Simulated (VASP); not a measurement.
# Ta2N (P-3m1) in VASP: notebook

Runs on Ta2N. Level: PBE. Tasks: single point.

Program: VASP 6.6.1. These are calculated values, not measurements. Logs are shortened: lines on timing, memory, paths and dates and some standing lists are left out, and cuts for length are marked.

## 1. The cell of the first run

Symmetry: P-3m1, No. 164, trigonal system. The conventional cell has a = 3.101 Å, b = 3.101 Å, c = 4.882 Å, α = 90.00°, β = 90.00°, γ = 120.00°. Within 3.2 Å of Ta (site symmetry 3m) lie 3 N at 2.18 Å and 12 Ta at 2.99 to 3.10 Å. Within 2.9 Å of N (site symmetry -3m) lie 6 Ta at 2.18 Å.

## 2. Single point, PBE

INCAR reads:

```
  PREC = Accurate
  ENCUT = 520
  EDIFF = 1E-6
  ISMEAR = 0
  SIGMA = 0.1
  LREAL = F
  LASPH = T
  NELM = 100
  ALGO = Normal
  ISIF = 2
  LWAVE = F
  LCHARG = T
  GGA = PE
  LELF = T
  LVHAR = T
  NBANDS = 20
```

KPOINTS reads:

```
Automatic mesh
0
Gamma
  18 18 10
```

POSCAR reads:

```
Ta2N
1.0
    3.1011400595      0.0000000000      0.0000000000
   -1.5505700297      2.6856660722      0.0000000000
    0.0000000000      0.0000000000      4.8818900388
Ta N
2 1
Direct
    0.6666666667      0.3333333333      0.7449050326
    0.3333333333      0.6666666667      0.2550949674
    0.0000000000      0.0000000000      0.0000000000
```

Potentials or basis: VASP PAW PBE potentials, release 64 (Ta_pv, N).

Launch:

```bash
cat potpaw_PBE.64/Ta_pv/POTCAR potpaw_PBE.64/N/POTCAR > POTCAR
mpirun -np 1 vasp_std > vasp.out
```

OUTCAR:

```text
PREC = Accurate
   ENCUT = 520
   EDIFF = 1E-6
   ISMEAR = 0
   LREAL = F
   LASPH = T
   NELM = 100
   ISIF = 2
   GGA = PE

 ion  position               nearest neighbor table
   1  0.667  0.333  0.745-   3 2.18   3 2.18   3 2.18   2 2.99   2 2.99   2 2.99   2 3.07   2 3.07
                             2 3.07
   2  0.333  0.667  0.255-   3 2.18   3 2.18   3 2.18   1 2.99   1 2.99   1 2.99   1 3.07   1 3.07
                             1 3.07
   3  0.000  0.000  0.000-   1 2.18   2 2.18   2 2.18   1 2.18   1 2.18   2 2.18

  LATTYP: Found a hexagonal cell.
 ALAT       =     3.1011400595
 C/A-ratio  =     1.5742242998

  Lattice vectors:

 A1 = (   3.1011400595,   0.0000000000,   0.0000000000)
 A2 = (  -1.5505700297,   2.6856660722,   0.0000000000)
 A3 = (   0.0000000000,   0.0000000000,   4.8818900388)

Analysis of symmetry for initial positions (statically):
=====================================================================
 Subroutine PRICEL returns:
 Original cell was already a primitive cell.

 Routine SETGRP: Setting up the symmetry group for a
 hexagonal supercell.

 Subroutine GETGRP returns: Found 12 space group operations
 (whereof 12 operations were pure point group operations)
 out of a pool of 24 trial point group operations.

The static configuration has the point symmetry D_3d.

Analysis of symmetry for dynamics (positions and initial velocities):
=====================================================================
 Subroutine PRICEL returns:
 Original cell was already a primitive cell.

 Routine SETGRP: Setting up the symmetry group for a
 hexagonal supercell.

 Subroutine GETGRP returns: Found 12 space group operations
 (whereof 12 operations were pure point group operations)
 out of a pool of 24 trial point group operations.

The dynamic configuration has the point symmetry D_3d.

 Subroutine INISYM returns: Found 12 space group operations
 (whereof 12 operations are pure point group operations),
 and found     1 'primitive' translations

----------------------------------------------------------------------------------------

                                     Primitive cell

  volume of cell :      40.6594

  direct lattice vectors                    reciprocal lattice vectors
     3.101140060  0.000000000  0.000000000     0.322462056  0.186173555  0.000000000
    -1.550570030  2.685666072  0.000000000     0.000000000  0.372347110  0.000000000
     0.000000000  0.000000000  4.881890039     0.000000000  0.000000000  0.204838698

  length of vectors
     3.101140060  3.101140059  4.881890039     0.372347110  0.372347110  0.204838698

  position of ions in fractional coordinates (direct lattice)
     0.666666667  0.333333333  0.744905033
     0.333333333  0.666666667  0.255094967
     0.000000000  0.000000000  0.000000000

  ion indices of the primitive-cell ions
   primitive index   ion index
                 1           1
                 2           2
                 3           3

----------------------------------------------------------------------------------------

 KPOINTS: Automatic mesh

Automatic generation of k-mesh.
 Grid dimensions read from file:
 generate k-points for:   18   18   10

 Generating k-lattice:

  Cartesian coordinates                     Fractional coordinates (reciprocal lattice)
     0.017914559  0.010342975  0.000000000     0.055555556 -0.000000000  0.000000000
     0.000000000  0.020685951  0.000000000     0.000000000  0.055555556  0.000000000
     0.000000000  0.000000000  0.020483870     0.000000000  0.000000000  0.100000000

  Length of vectors
     0.020685951  0.020685951  0.020483870

  Shift w.r.t. Gamma in fractional coordinates (k-lattice)
     0.000000000  0.000000000  0.000000000

 Subroutine IBZKPT returns following result:
 ===========================================

 Found    330 irreducible k-points:

 Following reciprocal coordinates:
            Coordinates               Weight
  0.000000  0.000000  0.000000      1.000000
  0.055556 -0.000000  0.000000      6.000000
  0.111111 -0.000000  0.000000      6.000000
  0.166667 -0.000000  0.000000      6.000000
  0.222222 -0.000000  0.000000      6.000000
  0.277778  0.000000  0.000000      6.000000
[... 16 lines left out ...]
  0.333333  0.111111  0.000000     12.000000
  0.388889  0.111111  0.000000     12.000000
 [... further k-points ...]
   k-points           NKPTS =    330   k-points in BZ     NKDIM =    330   number of bands    NBANDS=     20
   number of dos      NEDOS =    301   number of ions     NIONS =      3
   total plane-waves  NPLWV =  20736
   dimension x,y,z NGX =    24 NGY =   24 NGZ =   36
   dimension x,y,z NGXF=    48 NGYF=   48 NGZF=   72
   ions per type =               2   1
   NGX,Y,Z   is equivalent  to a cutoff of  12.87, 12.87, 12.26 a.u.
   NGXF,Y,Z  is equivalent  to a cutoff of  25.73, 25.73, 24.52 a.u.
 SYSTEM =  unknown system
   PREC   = accura    normal or accurate (medium, high low for compatibility)
   ISTART =      0    job   : 0-new  1-cont  2-samecut
   ICHARG =      2    charge: 1-file 2-atom 10-const
   ISPIN  =      1    spin polarized calculation?
   LNONCOLLINEAR =      F non collinear calculations
   LSORBIT =      F    spin-orbit coupling
   LASPH  =      T    aspherical Exc in radial PAW
   ENCUT  =  520.0 eV  38.22 Ry    6.18 a.u.   5.77  5.77  9.08*2*pi/ulx,y,z
   NELM   =    100;   NELMIN=  2; NELMDL= -5     # of ELM steps
   EDIFF  = 0.1E-05   stopping-criterion for ELM
   LREAL  =      F    real-space projection
[... 7 lines left out ...]
   TEBEG  =    0.0;   TEEND  =   0.0 temperature during run
   PSTRESS=    0.0 pullay stress
   NELECT =      27.0000    total number of electrons
   NUPDOWN=      -1.0000    fix difference up-down
   EMIN   =  10.00;   EMAX   =-10.00  energy-range for DOS
   EFERMI =   0.00;   METHOD = LEGACY
   ISMEAR =     0;   SIGMA  =   0.10  broadening in eV -4-tet -1-fermi 0-gaus
   EFERMI_NEDOS =   21; number of points for ismear=-14 and -15
   IALGO  =     38    algorithm
   IMIX   =      4    mixing-type and parameters
     AMIX     =   0.40;   BMIX     =  1.00
     AMIX_MAG =   1.60;   BMIX_MAG =  1.00
  volume/ion in A,a.u.               =      13.55        91.46
  Fermi-wavevector in a.u.,A,eV,Ry     =   1.428266  2.699031 27.755102  2.039942
  Thomas-Fermi vector in A             =   2.548346
   LORBIT       =      0    0 simple, 1 ext, 2 COOP (PROOUT), +10 PAW based schemes
   GGA     = PE    functional components
   LHFCALC =     F    Hartree Fock is set to
   AEXX    =    0.0000 exact exchange contribution
   IVDW    =     0    specifies the selected vdW correction
   LEPSILON=     F    determine dielectric tensor
   LRPA    =     F    only Hartree local field effects (RPA)
 non-spin polarized calculation
 Gauss-broadening in eV      SIGMA  =   0.10
  energy-cutoff  :      520.00
  volume of cell :       40.66
 maximum number of plane-waves:      1112
   NGX = 11   NGY = 11   NGZ = 19

 number of electron      26.9999997 magnetization

 Free energy of the ion-electron system (eV)
  ---------------------------------------------------
  ext. energy  EPLUGINS =         0.00000000
  ---------------------------------------------------
  free energy    TOTEN  =       -34.38679513 eV

  energy without entropy =      -34.38028272  energy(sigma->0) =      -34.38353893

 E-fermi :   7.5108     XC(G=0): -12.8739

 val. band max:        7.5079926778   @ k =   0.2778   0.2778   0.5000
 cond. band min:       7.5115681780   @ k =   0.3333   0.2778   0.5000
 fundamental gap:      0.0035755003
 Fermi energy:         7.5108173885

 k-point     1 :       0.0000    0.0000    0.0000
  band No.  band energies     occupation
      1     -28.1741      2.00000
      2     -27.4439      2.00000
      3     -27.4439      2.00000
      4     -27.3206      2.00000
      5     -27.3206      2.00000
      6     -27.2145      2.00000
[... 12 lines left out ...]
     19       8.6655      0.00000
     20      12.4580      0.00000

 k-point     2 :       0.0556   -0.0000    0.0000
  band No.  band energies     occupation
      1     -28.1648      2.00000
      2     -27.4630      2.00000
      3     -27.4508      2.00000
      4     -27.3399      2.00000
      5     -27.3222      2.00000
      6     -27.2179      2.00000
[... 12 lines left out ...]
     19       8.9219      0.00000
     20      12.4757      0.00000

 k-point     3 :       0.1111   -0.0000    0.0000
  band No.  band energies     occupation
      1     -28.1374      2.00000
      2     -27.5178      2.00000
      3     -27.4700      2.00000
      4     -27.3944      2.00000
      5     -27.3271      2.00000
      6     -27.2283      2.00000
[... 12 lines left out ...]
     19       9.5648      0.00000
     20      12.4140      0.00000

 k-point     4 :       0.1667   -0.0000    0.0000
  band No.  band energies     occupation
      1     -28.0937      2.00000
      2     -27.6021      2.00000
      3     -27.4981      2.00000
      4     -27.4751      2.00000
      5     -27.3359      2.00000
      6     -27.2462      2.00000
[... 12 lines left out ...]
     19      10.4898      0.00000
     20      12.2078      0.00000

 k-point     5 :       0.2222   -0.0000    0.0000
  band No.  band energies     occupation
      1     -28.0369      2.00000
      2     -27.7054      2.00000
      3     -27.5700      2.00000
      4     -27.5310      2.00000
      5     -27.3480      2.00000
      6     -27.2720      2.00000
[... 12 lines left out ...]
     19      11.3812      0.00000
     20      11.9961      0.00000
[... 353 lines left out ...]
      6     -27.3168      2.00000
[... 12 lines left out ...]
     19      11.8880      0.00000
     20      12.4492      0.00000

 k-point    22 :       0.2778    0.1111    0.0000
  band No.  band energies     occupation
      1     -27.9302      2.00000
      2     -27.8591      2.00000
      3     -27.7810      2.00000
      4     -27.6002      2.00000
      5     -27.4194      2.00000
      6     -27.3573      2.00000
[... 12 lines left out ...]
     19      12.0030      0.00000
     20      12.7567      0.00000

 k-point    23 :       0.3333    0.1111    0.0000
  band No.  band energies     occupation
      1     -27.9979      2.00000
      2     -27.8276      2.00000
      3     -27.7999      2.00000
      4     -27.6411      2.00000
      5     -27.4343      2.00000
      6     -27.4011      2.00000
[... 12 lines left out ...]
     19      12.1191      0.00000
     20      12.5152      0.00000

 k-point    24 :       0.3889    0.1111    0.0000
  band No.  band energies     occupation
      1     -28.0473      2.00000
      2     -27.8553      2.00000
      3     -27.7473      2.00000
      4     -27.6677      2.00000
      5     -27.4447      2.00000
      6     -27.4398      2.00000
[... 12 lines left out ...]
     19      12.1584      0.00000
     20      12.3237      0.00000

 [... further k-points ...]

------------------------ aborting loop because EDIFF is reached ----------------------------------------

  FORCE on cell =-STRESS in cart. coord.  units (eV):
  Direction    XX          YY          ZZ          XY          YZ          ZX
  --------------------------------------------------------------------------------------
  -------------------------------------------------------------------------------------
  Total        0.1125543      0.1125543      0.1011771      0.0000000      0.0000000      0.0000000
  in kB        4.4351819      4.4351819      3.9868641      0.0000000      0.0000000      0.0000000
  external PRESSURE =       4.2857426 kB  Pullay stress =       0.0000000 kB

 VOLUME and BASIS-vectors are now :
 -----------------------------------------------------------------------------
  energy-cutoff  :      520.00
  volume of cell :       40.66
      direct lattice vectors                 reciprocal lattice vectors
     3.101140060  0.000000000  0.000000000     0.322462056  0.186173555  0.000000000
    -1.550570030  2.685666072  0.000000000     0.000000000  0.372347110  0.000000000
     0.000000000  0.000000000  4.881890039     0.000000000  0.000000000  0.204838698

 POSITION                                       TOTAL-FORCE (eV/Angst)
 -----------------------------------------------------------------------------------
      1.55057      0.89522      3.63654        -0.000000      0.000000     -0.045062
     -0.00000      1.79044      1.24535         0.000000      0.000000      0.045062
      0.00000      0.00000      0.00000         0.000000      0.000000      0.000000
 -----------------------------------------------------------------------------------
    total drift:                                0.000000     -0.000000      0.000000

  FREE ENERGIE OF THE ION-ELECTRON SYSTEM (eV)
  ---------------------------------------------------
  free  energy   TOTEN  =       -34.3867951285 eV

  energy  without entropy=      -34.3802827228  energy(sigma->0) =      -34.38353893
```

Run time: 83 s. Hardware: 1 thread of Intel Xeon Platinum 8559C (Emerald Rapids), shared host; peak memory 0.34 GiB.

Results:

```
Free energy            : -34.3868 eV
Pressure               : 0.4 GPa
Largest force          : 0.045 eV/Å
Band gap on the k mesh : zero (an odd number of electrons rules out a gap without spin polarisation)
```

Forces in eV/Å, atoms in the order of the input:
```
Ta   0.000  0.000 -0.045
Ta   0.000  0.000  0.045
N    0.000  0.000  0.000
```

Caveat: spin-orbit coupling is left out, which moves the levels of the heavy elements.

## 3. Single point, PBE

This run uses another cell than the first one: it holds 6 atoms, not 3.

INCAR reads:

```
SYSTEM = Ta2N
PREC     = Accurate       ! precision mode
ENCUT    = 520            ! plane-wave cutoff, eV
EDIFF    = 1E-7           ! SCF threshold, eV
ISMEAR   = 0              ! smearing method
SIGMA    = 0.15           ! smearing width, eV
LREAL    = .FALSE.        ! projectors in reciprocal space
LASPH    = .TRUE.         ! aspherical terms in the spheres
NELM     = 60             ! most SCF steps
ALGO     = Normal         ! electronic algorithm
ISIF     = 2              ! what is computed and relaxed
LWAVE    = .FALSE.        ! write WAVECAR
LCHARG   = .TRUE.         ! write CHGCAR
GGA      = PE             ! functional
LELF     = .TRUE.         ! ELF
LVHAR    = .TRUE.       
NBANDS   = 36             ! bands
```

KPOINTS reads:

```
Automatic mesh
0
G
  17 17 5
  0 0 0
```

POSCAR reads:

```
Ta2N
1.0
   -3.1011400595      0.0000000000      0.0000000000
   -1.5505700297     -2.6856660722      0.0000000000
    0.0000000000      0.0000000000      9.7637800776
Ta N
4 2
Direct
    0.6666666667      0.6666666667      0.3724525163
    0.6666666667      0.6666666667      0.8724525163
    0.3333333333      0.3333333333      0.1275474837
    0.3333333333      0.3333333333      0.6275474837
    0.0000000000      0.0000000000      0.0000000000
    0.0000000000      0.0000000000      0.5000000000
```

Potentials or basis: VASP PAW PBE potentials, release 64 (Ta_pv, N).

Launch:

```bash
cat potpaw_PBE.64/Ta_pv/POTCAR potpaw_PBE.64/N/POTCAR > POTCAR
mpirun -np 1 vasp_std > vasp.out
```

Wall time 3.2 min (1 thread of Intel Xeon Platinum 8559C (Emerald Rapids), shared host); peak memory 0.45 GiB.

It converged, with:

- Free energy: -68.7826 eV
- Pressure: 0.4 GPa
- Largest force: 0.030 eV/Å
- Band gap on the k mesh: zero (bands 27 and 28 overlap by 1.35 eV)

Forces in eV/Å, atoms in the order of the input:
```
Ta   0.000  0.000 -0.030
Ta   0.000  0.000 -0.030
Ta   0.000  0.000  0.030
Ta   0.000  0.000  0.030
N    0.000  0.000  0.000
N    0.000  0.000  0.000
```

Stress tensor (GPa, compression positive):
```
0.47 0.00 0.00
0.00 0.47 0.00
0.00 0.00 0.37
```

Levels at points of the mesh, in eV from the Fermi level:
```csv
k point,band 25,band 26,band 27,band 28,band 29,band 30
"(0.00, 0.00, 0.00)",-1.09,-0.71,-0.23,-0.23,0.26,0.33
```

Caveat: spin-orbit coupling is left out, which moves the levels of the heavy elements.
